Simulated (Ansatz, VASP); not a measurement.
In2Sb2Cl in VASP and in Ansatz

Contents of INCAR:

```
PREC = Accurate ; ENCUT = 520
EDIFF = 1E-6 ; ISMEAR = 0
SIGMA = 0.1 ; LREAL = F
LASPH = T ; NELM = 60
ALGO = Normal ; ISIF = 2
LWAVE = F ; LCHARG = T
LDIPOL = T ; IDIPOL = 3
DIPOL = 0.5 0.5 0.342 ; GGA = PE
IVDW = 12 ; LELF = T
LVHAR = T ; LVACPOTAV = T
NBANDS = 30
```

The input KPOINTS:

```
Automatic mesh
0
Gamma
  6 6 1
```

The input POSCAR:

```
In2Sb2Cl
1.0
    4.6293886023      0.0000000000      0.0000000000
   -2.3146943012      4.0091681336      0.0000000000
    0.0000000000      0.0000000000     22.0151773295
Sb In Cl
2 2 1
Direct
    0.0000000000      0.0000000000      0.1816928358
    0.3333333333      0.6666666667      0.3609342971
    0.3333333333      0.6666666667      0.2246164052
    0.6666666667      0.3333333333      0.3958713209
    1.0000000000      1.0000000000      0.5457679105
```

Input for Ansatz:

```yaml
crystal:
  lattice:
    - [4.6293886023, 0.0, 0.0]
    - [-2.3146943012, 4.0091681336, 0.0]
    - [0.0, 0.0, 22.0151773295]
  atoms:
    - { symbol: Sb, position: [0.0, 0.0, 0.1816928358] }
    - { symbol: In, position: [0.3333333333, 0.6666666667, 0.2246164052] }
    - { symbol: Sb, position: [0.3333333333, 0.6666666667, 0.3609342971] }
    - { symbol: In, position: [0.6666666667, 0.3333333333, 0.3958713209] }
    - { symbol: Cl, position: [1.0, 1.0, 0.5457679105] }
basis:
  ecutwfc: 420
kpoints:
  mp_grid: { grid: [6, 6, 1] }
hamiltonian:
  xc: pbe
  pseudopotentials: { kind: paw, azcp: { folder: soft_1 } }
  dispersion: d3bj
scf:
  occupations: { method: gaussian, width: 0.1 }
output:
  forces: true
  eigenvalues: true
efield:
  axis: 3
  dipole_correction: true
  ramp_width: 0.04
```

Alike in both runs: task single point; functional PBE; dispersion D3(BJ); k mesh 6 × 6 × 1; occupations gaussian, width 0.1 eV; no spin polarisation.

|  | VASP | Ansatz |
| --- | --- | --- |
| version | VASP 6.6.1 | Ansatz 0.2.0 |
| potentials or method | VASP PAW PBE potentials, release 64 (Sb, In_d, Cl), cutoff 520 eV | scalar-relativistic, plane waves, PAW |
| valence electrons in the cell | 43 | 63 |

Ansatz gave:

| Property | Result |
| --- | --- |
| gap on the k mesh at the Fermi level (eV) | none |
| rms of the force components (eV/Å) | 0.276 |
| work function, face that differs most (eV) | 5.30 |

Task: Which values does VASP return?

Result: gap on the k mesh at the Fermi level (eV): none; rms of the force components (eV/Å): 0.276; work function, face that differs most (eV): 5.29.

A gap of «none» marks a metal or a gap that the smearing closes. VASP's potentials hold 43 valence electrons a cell and Ansatz's 63, so a difference there can come from the potentials and not from the codes.

Neither program's run includes spin-orbit coupling.
